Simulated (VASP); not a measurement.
# La (P6_3/mmc) in VASP: settings compared

La is run at these levels: LDA, RPBE, BLYP; tasks: single point.

All numbers are computed with VASP 6.6.1; they aren't measurements. Logs are shortened: lines on timing, memory, paths and dates and some standing lists are left out, and cuts for length are marked.

### Step 1. The cell of the first run

It takes space group P6_3/mmc (No. 194, hexagonal). Conventional cell: a = 3.770 Å, b = 3.770 Å, c = 12.159 Å, α = 90.00°, β = 90.00°, γ = 120.00°. Within 4.9 Å of La (site symmetry -6m2) lie 12 La at 3.74 to 3.77 Å. La (site symmetry -3m) has 12 La at 3.74 to 3.77 Å within 4.9 Å.

### Step 2. Single point, LDA

File POSCAR:

```
La
1.0
    3.7700000000      0.0000000000      0.0000000000
   -1.8850000000      3.2649157723      0.0000000000
    0.0000000000      0.0000000000     12.1590000000
La
4
Direct
    0.6666666667      0.3333333333      0.2500000000
    0.3333333333      0.6666666667      0.7500000000
    0.0000000000      0.0000000000      0.5000000000
    0.0000000000      0.0000000000      0.0000000000
```

File INCAR.step1:

```
SYSTEM = La
PREC     = Accurate       ! precision mode
ENCUT    = 520            ! plane-wave cutoff, eV
EDIFF    = 1E-6           ! SCF threshold, eV
ISMEAR   = -1             ! smearing method
SIGMA    = 0.05           ! smearing width, eV
LREAL    = .False.        ! projectors in reciprocal space
LASPH    = .True.         ! aspherical terms in the spheres
NELM     = 80             ! most SCF steps
ALGO     = Fast           ! electronic algorithm
ISIF     = 2              ! what is computed and relaxed
LWAVE    = .False.        ! write WAVECAR
LCHARG   = .True.         ! write CHGCAR
LMAXMIX  = 6              ! l up to which the mixer works
NBANDS   = 30             ! bands
```

File KPOINTS.step1:

```
Automatic mesh
0
Gamma
  5 5 2
  0 0 0
```

File INCAR.step2:

```
SYSTEM = La
PREC     = Accurate       ! precision mode
ENCUT    = 520            ! plane-wave cutoff, eV
EDIFF    = 1E-6           ! SCF threshold, eV
ISMEAR   = -5             ! smearing method
SIGMA    = 0.05           ! smearing width, eV
LREAL    = .False.        ! projectors in reciprocal space
LASPH    = .True.         ! aspherical terms in the spheres
NELM     = 80             ! most SCF steps
ALGO     = Fast           ! electronic algorithm
ISIF     = 2              ! what is computed and relaxed
LWAVE    = .False.        ! write WAVECAR
LCHARG   = .False.        ! write CHGCAR
LMAXMIX  = 6              ! l up to which the mixer works
LORBIT   = 11             ! projections on sites
NEDOS    = 2001           ! points of the DOS
ICHARG   = 11             ! starting density
```

File KPOINTS.step2:

```
Automatic mesh
0
Gamma
  8 8 3
  0 0 0
```

Potentials or basis: VASP PAW LDA potentials, release 64 (La).

The run is started by

```console
$ cat potpaw_LDA.64/La/POTCAR > POTCAR
$ cp INCAR.step1 INCAR
$ cp KPOINTS.step1 KPOINTS
$ mpirun -np 1 vasp_std > vasp.out
$ cp INCAR.step2 INCAR
$ cp KPOINTS.step2 KPOINTS
$ mpirun -np 1 vasp_std > vasp.out
```

OUTCAR:

```text
SYSTEM = La
   PREC = Accurate
   ENCUT = 520
   EDIFF = 1E-6
   ISMEAR = -5
   LREAL = .False.
   LASPH = .True.
   NELM = 80
   ISIF = 2
   LORBIT = 11
   ICHARG = 11

 ion  position               nearest neighbor table
   1  0.667  0.333  0.250-
   2  0.333  0.667  0.750-
   3  0.000  0.000  0.500-
   4  0.000  0.000  0.000-

  LATTYP: Found a hexagonal cell.
 ALAT       =     3.7700000000
 C/A-ratio  =     3.2251989390

  Lattice vectors:

 A1 = (   3.7700000000,   0.0000000000,   0.0000000000)
 A2 = (  -1.8850000000,   3.2649157723,   0.0000000000)
 A3 = (   0.0000000000,   0.0000000000,  12.1590000000)

Analysis of symmetry for initial positions (statically):
=====================================================================
 Subroutine PRICEL returns:
 Original cell was already a primitive cell.

 Routine SETGRP: Setting up the symmetry group for a
 hexagonal supercell.

 Subroutine GETGRP returns: Found 24 space group operations
 (whereof 12 operations were pure point group operations)
 out of a pool of 24 trial point group operations.

The static configuration has the point symmetry D_3d.
 The point group associated with its full space group is D_6h.

Analysis of symmetry for dynamics (positions and initial velocities):
=====================================================================
 Subroutine PRICEL returns:
 Original cell was already a primitive cell.

 Routine SETGRP: Setting up the symmetry group for a
 hexagonal supercell.

 Subroutine GETGRP returns: Found 24 space group operations
 (whereof 12 operations were pure point group operations)
 out of a pool of 24 trial point group operations.

The dynamic configuration has the point symmetry D_3d.
 The point group associated with its full space group is D_6h.

 Subroutine INISYM returns: Found 24 space group operations
 (whereof 12 operations are pure point group operations),
 and found     1 'primitive' translations

----------------------------------------------------------------------------------------

                                     Primitive cell

  volume of cell :     149.6619

  direct lattice vectors                    reciprocal lattice vectors
     3.770000000  0.000000000  0.000000000     0.265251989  0.153143307  0.000000000
    -1.885000000  3.264915772  0.000000000     0.000000000  0.306286615  0.000000000
     0.000000000  0.000000000 12.159000000     0.000000000  0.000000000  0.082243606

  length of vectors
     3.770000000  3.770000000 12.159000000     0.306286615  0.306286615  0.082243606

  position of ions in fractional coordinates (direct lattice)
     0.666666667  0.333333333  0.250000000
     0.333333333  0.666666667  0.750000000
     0.000000000  0.000000000  0.500000000
     0.000000000  0.000000000  0.000000000

  ion indices of the primitive-cell ions
   primitive index   ion index
                 1           1
                 2           2
                 3           3
                 4           4

----------------------------------------------------------------------------------------

 KPOINTS: Automatic mesh

Automatic generation of k-mesh.
 Grid dimensions read from file:
 generate k-points for:    8    8    3

 Generating k-lattice:

  Cartesian coordinates                     Fractional coordinates (reciprocal lattice)
     0.033156499  0.019142913  0.000000000     0.125000000  0.000000000  0.000000000
     0.000000000  0.038285827  0.000000000     0.000000000  0.125000000  0.000000000
     0.000000000  0.000000000  0.027414535     0.000000000  0.000000000  0.333333333

  Length of vectors
     0.038285827  0.038285827  0.027414535

  Shift w.r.t. Gamma in fractional coordinates (k-lattice)
     0.000000000  0.000000000  0.000000000

 TETIRR: Found    172 inequivalent tetrahedra from     1152

 Subroutine IBZKPT returns following result:
 ===========================================

 Found     20 irreducible k-points:

 Following reciprocal coordinates:
            Coordinates               Weight
  0.000000  0.000000  0.000000      1.000000
  0.125000  0.000000  0.000000      6.000000
  0.250000  0.000000  0.000000      6.000000
  0.375000 -0.000000  0.000000      6.000000
  0.500000  0.000000  0.000000      3.000000
  0.125000  0.125000  0.000000      6.000000
[... 12 lines left out ...]
  0.250000  0.250000  0.333333     12.000000
  0.375000  0.250000  0.333333     12.000000
   k-points           NKPTS =     20   k-points in BZ     NKDIM =     20   number of bands    NBANDS=     26
   number of dos      NEDOS =   2001   number of ions     NIONS =      4
   total plane-waves  NPLWV =  70560
   dimension x,y,z NGX =    28 NGY =   28 NGZ =   90
   dimension x,y,z NGXF=    56 NGYF=   56 NGZF=  180
   ions per type =               4
   NGX,Y,Z   is equivalent  to a cutoff of  12.35, 12.35, 12.31 a.u.
   NGXF,Y,Z  is equivalent  to a cutoff of  24.69, 24.69, 24.61 a.u.
 SYSTEM =  La
   PREC   = accura    normal or accurate (medium, high low for compatibility)
   ISTART =      0    job   : 0-new  1-cont  2-samecut
   ICHARG =     11    charge: 1-file 2-atom 10-const
   ISPIN  =      1    spin polarized calculation?
   LNONCOLLINEAR =      F non collinear calculations
   LSORBIT =      F    spin-orbit coupling
   LASPH  =      T    aspherical Exc in radial PAW
   ENCUT  =  520.0 eV  38.22 Ry    6.18 a.u.   7.01  7.01 22.61*2*pi/ulx,y,z
   NELM   =     80;   NELMIN=  2; NELMDL=  0     # of ELM steps
   EDIFF  = 0.1E-05   stopping-criterion for ELM
   LREAL  =      F    real-space projection
[... 7 lines left out ...]
   TEBEG  =    0.0;   TEEND  =   0.0 temperature during run
   PSTRESS=    0.0 pullay stress
   NELECT =      44.0000    total number of electrons
   NUPDOWN=      -1.0000    fix difference up-down
   EMIN   =  10.00;   EMAX   =-10.00  energy-range for DOS
   EFERMI =   0.00;   METHOD = LEGACY
   ISMEAR =    -5;   SIGMA  =   0.05  broadening in eV -4-tet -1-fermi 0-gaus
   EFERMI_NEDOS =   21; number of points for ismear=-14 and -15
   IALGO  =     68    algorithm
   IMIX   =      4    mixing-type and parameters
     AMIX     =   0.40;   BMIX     =  1.00
     AMIX_MAG =   1.60;   BMIX_MAG =  1.00
  volume/ion in A,a.u.               =      37.42       252.49
  Fermi-wavevector in a.u.,A,eV,Ry     =   1.088567  2.057094 16.122618  1.184979
  Thomas-Fermi vector in A             =   2.224752
   LORBIT       =     11    0 simple, 1 ext, 2 COOP (PROOUT), +10 PAW based schemes
   GGA     = CA    functional components
   LHFCALC =     F    Hartree Fock is set to
   AEXX    =    0.0000 exact exchange contribution
   IVDW    =     0    specifies the selected vdW correction
   LEPSILON=     F    determine dielectric tensor
   LRPA    =     F    only Hartree local field effects (RPA)
 non-spin polarized calculation
 RMM-DIIS sequential band-by-band and
 Fermi weights with tetrahedron method with Bloechl corrections
  energy-cutoff  :      520.00
  volume of cell :      149.66
 maximum number of plane-waves:      4053
 NGX is ok and might be reduce to    28

 number of electron      44.0000000 magnetization

 Free energy of the ion-electron system (eV)
  ---------------------------------------------------
  ext. energy  EPLUGINS =         0.00000000
  ---------------------------------------------------
  free energy    TOTEN  =       -22.07619682 eV

  energy without entropy =      -22.07619682  energy(sigma->0) =      -22.07619682

 E-fermi :   7.6369     XC(G=0):  -9.7343

 val. band max:        7.5974687347   @ k =   0.3750   0.2500   0.3333
 cond. band min:       7.6035467111   @ k =   0.3750  -0.0000   0.0000
 fundamental gap:      0.0060779764
 Fermi energy:         7.6369066023

 k-point     1 :       0.0000    0.0000    0.0000
  band No.  band energies     occupation
      1     -25.1762      2.00000
      2     -25.0929      2.00000
      3     -25.0568      2.00000
      4     -24.9703      2.00000
      5      -9.5748      2.00000
      6      -8.9265      2.00000
[... 18 lines left out ...]
     25       8.8275      0.00000
     26       8.8914      0.00000

 k-point     2 :       0.1250    0.0000    0.0000
  band No.  band energies     occupation
      1     -25.1522      2.00000
      2     -25.0752      2.00000
      3     -25.0391      2.00000
      4     -24.9592      2.00000
      5      -9.5107      2.00000
      6      -8.9490      2.00000
[... 18 lines left out ...]
     25       8.3396      0.00000
     26       9.0663      0.00000

 k-point     3 :       0.2500    0.0000    0.0000
  band No.  band energies     occupation
      1     -25.0911      2.00000
      2     -25.0317      2.00000
      3     -24.9958      2.00000
      4     -24.9347      2.00000
      5      -9.3431      2.00000
      6      -9.1073      2.00000
[... 18 lines left out ...]
     25       8.3417      0.00000
     26       8.3461      0.00000

 k-point     4 :       0.3750   -0.0000    0.0000
  band No.  band energies     occupation
      1     -25.0226      2.00000
      2     -24.9877      2.00000
      3     -24.9519      2.00000
      4     -24.9164      2.00000
      5      -9.3970      2.00000
      6      -9.3882      2.00000
[... 18 lines left out ...]
     25       8.3792      0.00000
     26       8.9538      0.00000
[... 380 lines left out ...]
      1     -24.9856      2.00000
      2     -24.9760      2.00000
      3     -24.9269      2.00000
      4     -24.9171      2.00000
      5      -9.4157      2.00000
      6      -9.3959      2.00000
[... 18 lines left out ...]
     25       8.3216      0.00000
     26       8.6541      0.00000

 k-point    19 :       0.2500    0.2500    0.3333
  band No.  band energies     occupation
      1     -24.9860      2.00000
      2     -24.9762      2.00000
      3     -24.9268      2.00000
      4     -24.9169      2.00000
      5      -9.3042      2.00000
      6      -9.2764      2.00000
[... 18 lines left out ...]
     25       8.1863      0.00000
     26       8.3478      0.00000

 k-point    20 :       0.3750    0.2500    0.3333
  band No.  band energies     occupation
      1     -24.9601      2.00000
      2     -24.9576      2.00000
      3     -24.9193      2.00000
      4     -24.9169      2.00000
      5      -9.3124      2.00000
      6      -9.3104      2.00000
[... 18 lines left out ...]
     25       8.2613      0.00000
     26       8.5269      0.00000

------------------------ aborting loop because EDIFF is reached ----------------------------------------

  FORCE on cell =-STRESS in cart. coord.  units (eV):
  Direction    XX          YY          ZZ          XY          YZ          ZX
  --------------------------------------------------------------------------------------
  -------------------------------------------------------------------------------------
  Total       -3.5073219     -3.5073219     -4.6697191      0.0000000      0.0000000     -0.0000000
  in kB      -37.5469809    -37.5469809    -49.9908070      0.0000000      0.0000000     -0.0000000
  external PRESSURE =     -41.6949229 kB  Pullay stress =       0.0000000 kB

 VOLUME and BASIS-vectors are now :
 -----------------------------------------------------------------------------
  energy-cutoff  :      520.00
  volume of cell :      149.66
      direct lattice vectors                 reciprocal lattice vectors
     3.770000000  0.000000000  0.000000000     0.265251989  0.153143307  0.000000000
    -1.885000000  3.264915772  0.000000000     0.000000000  0.306286615  0.000000000
     0.000000000  0.000000000 12.159000000     0.000000000  0.000000000  0.082243606

 POSITION                                       TOTAL-FORCE (eV/Angst)
 -----------------------------------------------------------------------------------
      1.88500      1.08831      3.03975         0.000000     -0.000000     -0.000000
     -0.00000      2.17661      9.11925        -0.000000      0.000000      0.000000
      0.00000      0.00000      6.07950         0.000000      0.000000      0.000000
      0.00000      0.00000      0.00000         0.000000      0.000000      0.000000
 -----------------------------------------------------------------------------------
    total drift:                                0.000000      0.000000      0.000000

  FREE ENERGIE OF THE ION-ELECTRON SYSTEM (eV)
  ---------------------------------------------------
  free  energy   TOTEN  =       -22.0761968202 eV

  energy  without entropy=      -22.0761968202  energy(sigma->0) =      -22.07619682

 total charge

# of ion       s       p       d       f       tot
--------------------------------------------------
    1        2.088   5.546   0.861   0.087   8.583
    2        2.088   5.546   0.861   0.087   8.583
    3        2.087   5.541   0.896   0.100   8.624
    4        2.087   5.541   0.896   0.100   8.624
--------------------------------------------------
tot          8.350  22.175   3.514   0.374  34.413
```

Wall time 9.5 min (1 thread of Intel Xeon Platinum 8559C (Emerald Rapids), shared host); peak memory 0.22 GiB.

What came out:

- Valence electrons inside the program's atomic spheres: La 8.58, 8.62 (each value once)

Caveat: the k points lie up to 0.38 Å⁻¹ apart; spin-orbit coupling is left out, which moves the levels of the heavy elements.

### Step 3. Single point, RPBE

POSCAR is that of step 2.

File INCAR.step1:

```
SYSTEM = La
PREC     = Accurate       ! precision mode
ENCUT    = 520            ! plane-wave cutoff, eV
EDIFF    = 1E-7           ! SCF threshold, eV
ISMEAR   = -1             ! smearing method
SIGMA    = 0.05           ! smearing width, eV
LREAL    = .False.        ! projectors in reciprocal space
LASPH    = .True.         ! aspherical terms in the spheres
NELM     = 60             ! most SCF steps
ALGO     = Normal         ! electronic algorithm
ISIF     = 2              ! what is computed and relaxed
LWAVE    = .False.        ! write WAVECAR
LCHARG   = .True.         ! write CHGCAR
LMAXMIX  = 6              ! l up to which the mixer works
GGA      = RP             ! functional
NBANDS   = 30             ! bands
```

KPOINTS.step1 is that of step 2.

File INCAR.step2:

```
SYSTEM = La
PREC     = Accurate       ! precision mode
ENCUT    = 520            ! plane-wave cutoff, eV
EDIFF    = 1E-7           ! SCF threshold, eV
ISMEAR   = -5             ! smearing method
SIGMA    = 0.05           ! smearing width, eV
LREAL    = .False.        ! projectors in reciprocal space
LASPH    = .True.         ! aspherical terms in the spheres
NELM     = 60             ! most SCF steps
ALGO     = Normal         ! electronic algorithm
ISIF     = 2              ! what is computed and relaxed
LWAVE    = .False.        ! write WAVECAR
LCHARG   = .False.        ! write CHGCAR
LMAXMIX  = 6              ! l up to which the mixer works
GGA      = RP             ! functional
LORBIT   = 11             ! projections on sites
NEDOS    = 1001           ! points of the DOS
ICHARG   = 11             ! starting density
```

KPOINTS.step2 is that of step 2.

Potentials or basis: VASP PAW PBE potentials, release 64 (La).

The run is started by

```console
$ cat potpaw_PBE.64/La/POTCAR > POTCAR
$ cp INCAR.step1 INCAR
$ cp KPOINTS.step1 KPOINTS
$ mpirun -np 1 vasp_std > vasp.out
$ cp INCAR.step2 INCAR
$ cp KPOINTS.step2 KPOINTS
$ mpirun -np 1 vasp_std > vasp.out
```

Run time: 3 min. Hardware: 1 thread of Intel Xeon Platinum 8559C (Emerald Rapids), shared host; peak memory 0.26 GiB.

Results (log left out):

```
Valence electrons inside the program's atomic spheres : La 8.57, 8.61 (each value once)
```

Levels at points of the mesh, in eV from the Fermi level:
```csv
k point,band 18,band 19,band 20,band 21,band 22,band 23,band 24,band 25,band 26
"(0.00, 0.00, 0.00)",-1.94,-1.89,-1.77,0.43,0.57,1.23,1.24,1.26,1.32
"(0.50, 0.00, 0.00)",-1.83,-1.58,-1.07,-0.72,-0.34,-0.25,0.38,0.87,1.20
```

Caveat: the k points lie up to 0.38 Å⁻¹ apart; the PAW data sets were made with another functional, which shifts forces and pressure a little; spin-orbit coupling is left out, which moves the levels of the heavy elements.

(Part 1 of 2 ends here.)
